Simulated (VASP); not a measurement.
Wanted: the native input for a VASP 6.6.1 run.

```yaml
Task: single point
Functional: PBEsol
Potentials_or_basis: VASP PAW PBE potentials, release 64 (Al)
Cutoff: 500 eV
k_mesh: 7 × 7 × 4
Occupations: fermi-dirac, width 0.15 eV
Spin: no spin polarisation
Dipole_correction: no
Further_INCAR_settings: ALGO = Normal; EDIFF = 1e-06; NBANDS = 10
```

The structure of Al lies in POSCAR:

```
Al
1.0
    2.8124550000      0.0000000000      0.0000000000
   -1.4062275000      2.4356574770      0.0000000000
    0.0000000000      0.0000000000      4.8668500000
Al
2
Direct
    0.6666666667      0.3333333333      0.7500000000
    0.3333333333      0.6666666667      0.2500000000
```

This isn't the form of Al at room conditions, which is fcc.

These files were run (other wordings do the same):

INCAR

```
  PREC = Accurate
  ENCUT = 500
  EDIFF = 1E-6
  ISMEAR = -1
  SIGMA = 0.15
  LREAL = False
  LASPH = True
  NELM = 120
  ALGO = Normal
  ISIF = 2
  LWAVE = False
  LCHARG = False
  GGA = PS
  NBANDS = 10
  GGA_COMPAT = False
```

KPOINTS

```
Automatic mesh
0
Gamma
  7 7 4
```

Potentials or basis: VASP PAW PBE potentials, release 64 (Al).

Command:

```sh
$ cat potpaw_PBE.64/Al/POTCAR > POTCAR
$ mpirun -np 1 vasp_std > vasp.out
```

Results of the run:

| Item | Value |
| --- | --- |
| Pressure | -1.2 GPa |
| Band gap on the k mesh | zero (bands 3 and 4 overlap by 6.26 eV) |

Caveat: the k points lie up to 0.37 Å⁻¹ apart, too coarse for converged energies and pressures of a metal; the PAW data sets were made with another functional, which shifts forces and pressure a little.

It took 6.7 s on 1 thread of AMD EPYC 7R13, on a shared host, peak memory 0.11 GiB.
